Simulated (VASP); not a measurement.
## PbSe (Clausthalite): relaxation of cell and atoms with PBE

The system is PbSe (Clausthalite).

```
CELL_PARAMETERS angstrom
0.00000 3.06065 3.06065
3.06065 0.00000 3.06065
3.06065 3.06065 0.00000
ATOMIC_POSITIONS crystal
Pb 0.00000 0.00000 0.00000
Se 0.50000 0.50000 0.50000
```

```yaml
Program: VASP 6.6.1
Task: relaxation of cell and atoms
Functional: PBE
Potentials_or_basis: VASP PAW PBE potentials, release 64 (Pb_d, Se)
Cutoff: 600 eV
k_mesh: 6 × 6 × 6
Occupations: gaussian, width 0.01 eV
Spin: no spin polarisation
Dipole_correction: no
Further_INCAR_settings: ALGO = Normal; EDIFF = 1e-06; IBRION = 2; EDIFFG = -0.01; NSW = 60; ISIF = 3
```

```
Relaxed volume                         : 30.03 Å³/atom
Relaxed cell                           : a = 4.396 Å, b = 4.396 Å, c = 4.396 Å, α = 60.00°, β = 60.00°, γ = 60.00°
Space group after relaxing (to 0.05 Å) : Fm-3m (No. 225)
Energy gained by relaxing              : 9.8 meV/atom
Ionic steps                            : 3
Pressure after relaxing                : 0.0 GPa
Band gap on the k mesh                 : 0.44 eV, direct
```

Step by step:
```
step  energy change (eV)  largest force (eV/Å)  pressure (GPa)  volume (Å³)
   1              0.0000                0.0000            2.40        57.34
   2             -0.0175                0.0000           -0.69        60.98
   3             -0.0195                0.0000            0.02        60.05
```

Final structure:
```
Pb Se
1.0
     0.00000    3.10812    3.10812
     3.10812    0.00000    3.10812
     3.10812    3.10812    0.00000
Pb Se
1 1
Direct
  0.00000 0.00000 0.00000
  0.50000 0.50000 0.50000
```

Levels at points of the mesh, in eV from the valence-band top:
| k point | band 8 | band 9 | band 10 | band 11 | band 12 | band 13 |
| --- | --- | --- | --- | --- | --- | --- |
| (0.00, 0.00, 0.00) | -1.64 | -1.64 | -1.64 | 4.64 | 4.64 | 4.64 |
| (0.50, 0.00, 0.00) | -1.26 | -1.26 | 0.00 | 0.44 | 1.83 | 1.83 |
| (0.50, 0.50, 0.00) | -4.57 | -2.92 | -2.92 | 3.92 | 5.47 | 5.47 |

It took 33 s on 1 thread of Intel Xeon 6975P-C, on a shared host, peak memory 0.22 GiB.

Caveat: spin-orbit coupling is left out, which moves the levels of the heavy elements. A k mesh can miss the band edges.
